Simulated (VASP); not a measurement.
Crystal: NaF.

```
Na F
1.0
     0.00000    2.34774    2.34774
     2.34774    0.00000    2.34774
     2.34774    2.34774    0.00000
Na F
1 1
Direct
  0.00000 0.00000 0.00000
  0.50000 0.50000 0.50000
```

```yaml
Program: VASP 6.6.1
Task: relaxation of cell and atoms
Functional: PBE
Dispersion: D3(BJ)
Potentials_or_basis: VASP PAW PBE potentials, release 64 (Na_pv, F)
Cutoff: 600 eV
k_mesh: 8 × 8 × 8
Occupations: gaussian, width 0.02 eV
Spin: no spin polarisation
```

At the start: pressure -2.2 GPa; volume 12.94 Å³/atom.

Where does the relaxation end?

Over 3 steps the energy falls by 4.4 meV/atom and the volume is 12.34 Å³/atom (-4.6 %); space group Fm-3m (No. 225, to 0.1 Å) before and after.

Step by step:
```tsv
step	energy change (eV)	largest force (eV/Å)	pressure (GPa)	volume (Å³)
1	0.0000	0.0000	-2.18	25.88
2	-0.0068	0.0000	-1.09	25.23
3	-0.0087	0.0000	-0.04	24.68
```

Final structure:
```
Na F
1.0
     0.00000    2.31078    2.31078
     2.31078    0.00000    2.31078
     2.31078    2.31078    0.00000
Na F
1 1
Direct
  0.00000 0.00000 0.00000
  0.50000 0.50000 0.50000
```
